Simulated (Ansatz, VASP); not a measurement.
BN in VASP and in Ansatz

File INCAR:

```
PREC     = Accurate       # precision mode
ENCUT    = 600            # plane-wave cutoff, eV
EDIFF    = 1E-6           # SCF threshold, eV
ISMEAR   = 0              # smearing method
SIGMA    = 0.1            # smearing width, eV
LREAL    = F              # projectors in reciprocal space
LASPH    = T              # aspherical terms in the spheres
NELM     = 120            # most SCF steps
ALGO     = Normal         # electronic algorithm
ISIF     = 2              # what is computed and relaxed
LWAVE    = F              # write WAVECAR
LCHARG   = F              # write CHGCAR
GGA      = PE             # functional
NBANDS   = 11             # bands
GGA_COMPAT= F
```

The input KPOINTS:

```
Automatic mesh
0
Gamma
  8 8 8
```

The input POSCAR:

```
BN
1.0
    0.0000000000      1.7908382478      1.7908382478
    1.7908382478      0.0000000000      1.7908382478
    1.7908382478      1.7908382478      0.0000000000
B N
1 1
Direct
    0.5000000000      0.5000000000      0.5000000000
    0.0000000000      0.0000000000      0.0000000000
```

Input for Ansatz:

```yaml
crystal:
  lattice:
    - [0.0, 1.7908382478, 1.7908382478]
    - [1.7908382478, 0.0, 1.7908382478]
    - [1.7908382478, 1.7908382478, 0.0]
  atoms:
    - { symbol: B, position: [0.5, 0.5, 0.5] }
    - { symbol: "N", position: [0.0, 0.0, 0.0] }
basis:
  ecutwfc: 420
kpoints:
  mp_grid: { grid: [8, 8, 8] }
hamiltonian:
  xc: pbe
scf:
  occupations: { method: gaussian, width: 0.1 }
output:
  forces: true
  stress: true
  eigenvalues: true
```

Alike in both runs: task single point; functional PBE; k mesh 8 × 8 × 8; occupations gaussian, width 0.1 eV; no spin polarisation.

```csv
,VASP,Ansatz
version,VASP 6.6.1,Ansatz 0.2.0
potentials or method,"VASP PAW PBE potentials, release 64 (B, N), cutoff 600 eV","scalar-relativistic, plane waves, PAW"
valence electrons in the cell,8,8
```

|  | VASP | Ansatz | Ansatz less VASP |
| --- | --- | --- | --- |
| gap on the k mesh at the Fermi level (eV) | 0.77 | 0.77 | +0.003 |
| least direct gap on the mesh (eV) | 5.58 | 5.59 | +0.009 |
| pressure (GPa) | -22.6 | -22.1 | +0.47 |

The functional is the same, so the differences come from potentials, cutoffs and numerics.
